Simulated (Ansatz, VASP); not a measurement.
# Two plane-wave programs on SnSe2

```
Sn Se
1.0
     3.82515    0.00000    0.00000
    -1.91257    3.31268    0.00000
     0.00000    0.00000    6.10254
Sn Se
1 2
Direct
  0.00000 0.00000 0.00000
  0.33333 0.66667 0.25772
  0.66667 0.33333 0.74228
```

Change from the starting cell: uniaxial_z strain -2.0%.

Alike in both runs: task single point; functional r2SCAN; k mesh 12 × 12 × 4; no spin polarisation.

|  | VASP | Ansatz |
| --- | --- | --- |
| version | VASP 6.6.1 | Ansatz 0.2.0 |
| potentials or method | VASP PAW PBE potentials, release 64 (Sn_d, Se) | plane waves, PAW |
| plane-wave cutoff (eV) | 520 | 500 |
| occupations | gaussian, width 0.01 eV | fixed |
| valence electrons in the cell | 26 | 46 |

```csv
,VASP,Ansatz,Ansatz less VASP
gap on the k mesh at the Fermi level (eV),0.92,0.92,0.000
pressure (GPa),1.4,1.4,-0.05
"traceless stress, the component that is largest in VASP (GPa)",0.19,0.20,+0.007
rms of the force components (eV/Å),0.010,0.016,+0.0064
```

VASP's potentials were made for PBE, not for r2SCAN. Atom by atom the forces differ by 0.006 eV/Å (rms over components). VASP's potentials hold 26 valence electrons a cell and Ansatz's 46, so a difference there can come from the potentials and not from the codes.
